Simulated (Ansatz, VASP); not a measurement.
**Two plane-wave programs on LiNbO3**

INCAR

```
  PREC = Accurate
  ENCUT = 520
  EDIFF = 1E-6
  ISMEAR = 0
  SIGMA = 0.05
  LREAL = F
  LASPH = T
  NELM = 100
  ALGO = Normal
  ISIF = 2
  LWAVE = F
  LCHARG = F
  GGA = PE
  NBANDS = 45
```

File KPOINTS:

```
Automatic mesh
0
Gamma
  6 6 6
```

Contents of POSCAR:

```
LiNbO3
1.0
    2.7072968313      1.5630585544      4.4986249014
   -2.7072968313      1.5630585544      4.4986249014
    0.0000000000     -3.1261171087      4.4986249014
Li Nb O
2 2 6
Direct
    0.2815913687      0.2815913687      0.2815913687
    0.7815913687      0.7815913687      0.7815913687
    0.0004900497      0.0004900497      0.0004900497
    0.5004900497      0.5004900497      0.5004900497
    0.1104619503      0.3580262714      0.7211003599
    0.7211003599      0.1104619503      0.3580262714
    0.3580262714      0.7211003599      0.1104619503
    0.2211003599      0.8580262714      0.6104619503
    0.8580262714      0.6104619503      0.2211003599
    0.6104619503      0.2211003599      0.8580262714
```

Input for Ansatz:

```yaml
crystal:
  lattice:
    - [2.7072968313, 1.5630585544, 4.4986249014]
    - [-2.7072968313, 1.5630585544, 4.4986249014]
    - [0.0, -3.1261171087, 4.4986249014]
  atoms:
    - { symbol: Li, position: [0.2815913687, 0.2815913687, 0.2815913687] }
    - { symbol: Li, position: [0.7815913687, 0.7815913687, 0.7815913687] }
    - { symbol: Nb, position: [0.0004900497, 0.0004900497, 0.0004900497] }
    - { symbol: Nb, position: [0.5004900497, 0.5004900497, 0.5004900497] }
    - { symbol: O, position: [0.1104619503, 0.3580262714, 0.7211003599] }
    - { symbol: O, position: [0.7211003599, 0.1104619503, 0.3580262714] }
    - { symbol: O, position: [0.3580262714, 0.7211003599, 0.1104619503] }
    - { symbol: O, position: [0.2211003599, 0.8580262714, 0.6104619503] }
    - { symbol: O, position: [0.8580262714, 0.6104619503, 0.2211003599] }
    - { symbol: O, position: [0.6104619503, 0.2211003599, 0.8580262714] }
basis:
  ecutwfc: 520.0
kpoints:
  mp_grid: { grid: [6, 6, 6] }
hamiltonian:
  xc: pbe
  pseudopotentials: { kind: paw, azcp: { folder: soft_1 } }
scf:
  occupations: { method: gaussian, width: 0.05 }
output:
  forces: true
  stress: true
  eigenvalues: true
```

Alike in both runs: task single point; functional PBE; k mesh 6 × 6 × 6; occupations gaussian, width 0.05 eV; no spin polarisation.

|  | VASP | Ansatz |
| --- | --- | --- |
| version | VASP 6.6.1 | Ansatz 0.2.0 |
| potentials or method | VASP PAW PBE potentials, release 64 (Li_sv, Nb_sv, O), cutoff 520 eV | scalar-relativistic, plane waves, PAW |
| valence electrons in the cell | 68 | 68 |

Ansatz gave:

```
gap on the k mesh at the Fermi level (eV) : 3.22
least direct gap on the mesh (eV)         : 3.30
rms of the force components (eV/Å)        : 0.380
```

Task: What did VASP give for the same quantities?

Result: gap on the k mesh at the Fermi level (eV): 3.21; least direct gap on the mesh (eV): 3.28; rms of the force components (eV/Å): 0.379.

Atom by atom the forces differ by 0.008 eV/Å (rms over components). With one functional, cell and mesh, what is left measures potentials, basis and numerics.

Noted on VASP's run: the cutoff is under 1.25 times that of the potentials, so the pressure is a little rough.
